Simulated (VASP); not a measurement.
GaN:

```xyz
4
Lattice="3.1800 0.0000 0.0000 -1.5900 2.7540 0.0000 0.0000 0.0000 5.1660" Properties=species:S:1:pos:R:3 pbc="T T T"
Ga    0.0000    1.8360    0.0000
Ga    1.5900    0.9180    2.5830
N     0.0000    1.8360    1.9373
N     1.5900    0.9180    4.5203
```

* Program: VASP 6.6.1
* Task: relaxation of cell and atoms
* Functional: PBE
* Potentials or basis: VASP PAW PBE potentials, release 64 (Ga_d, N)
* Cutoff: 600 eV
* k mesh: 12 × 12 × 6
* Occupations: gaussian, width 0.02 eV
* Spin: no spin polarisation

At the start: pressure 7.2 GPa; volume 11.31 Å³/atom.

Question: Where does the relaxation end?

Answer: Over 10 steps the energy falls by 10.1 meV/atom and the volume is 11.76 Å³/atom (+4.0 %); space group P6_3mc (No. 186, to 0.05 Å).

Step by step:
```
step  energy change (eV)  largest force (eV/Å)  pressure (GPa)  volume (Å³)
   1              0.0000                0.1347            7.17        45.24
   2             -0.0120                0.0620           -5.25        48.63
   3             -0.0402                0.0105           -0.03        47.03
   4             -0.0402                0.0127            0.13        47.00
   5             -0.0403                0.0073            0.09        47.00
   6             -0.0403                0.0046            0.10        47.00
   7             -0.0403                0.0016           -0.09        47.05
   8             -0.0403                0.0022            0.15        47.03
   9             -0.0403                0.0003           -0.13        47.04
  10             -0.0403                0.0014           -0.04        47.03
```

Final structure:
```
Ga N
1.0
     3.21807    0.00000    0.00000
    -1.60904    2.78693    0.00000
     0.00000    0.00000    5.24419
Ga N
2 2
Direct
  0.33333 0.66667 0.99917
  0.66667 0.33333 0.49917
  0.33333 0.66667 0.37583
  0.66667 0.33333 0.87583
```
